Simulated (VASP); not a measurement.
**Sc: single point with PBE**

Sc:

```
CELL_PARAMETERS angstrom
-2.82222 2.82222 1.55447
2.82222 -2.82222 1.55447
2.82222 2.82222 -1.55447
ATOMIC_POSITIONS crystal
Sc 0.62500 0.87500 0.75000
Sc 0.37500 0.12500 0.25000
```

| Item | Value |
| --- | --- |
| Program | VASP 6.6.1 |
| Task | single point |
| Functional | PBE |
| Potentials or basis | VASP PAW PBE potentials, release 64 (Sc_sv) |
| Cutoff | 520 eV |
| k mesh | 14 × 14 × 14 |
| Occupations | fermi-dirac, width 0.08 eV |
| Spin | no spin polarisation |

The pressure is 0.0 GPa and the band gap on the k mesh is zero (bands 11 and 12 overlap by 0.88 eV).

Levels at points of the mesh, in eV from the Fermi level:
| k point | band 7 | band 8 | band 9 | band 10 | band 11 | band 12 | band 13 | band 14 | band 15 | band 16 |
| --- | --- | --- | --- | --- | --- | --- | --- | --- | --- | --- |
| (0.00, 0.00, 0.00) | -27.99 | -27.98 | -5.03 | -1.60 | -0.09 | 0.08 | 0.79 | 2.70 | 2.70 | 2.73 |
| (0.50, 0.00, 0.00) | -28.14 | -27.99 | -1.56 | -1.08 | -0.53 | 0.39 | 0.77 | 1.56 | 1.64 | 2.74 |
| (0.50, 0.50, 0.00) | -27.96 | -27.96 | -2.64 | -2.64 | 0.22 | 0.22 | 0.92 | 0.92 | 2.05 | 2.05 |
| (0.50, 0.50, 0.50) | -27.96 | -27.96 | -1.60 | -1.60 | -0.15 | -0.15 | 0.72 | 0.72 | 2.39 | 2.39 |

It took 5.4 min on 1 thread of Intel Xeon 8259CL, with other jobs on the host, peak memory 0.31 GiB.
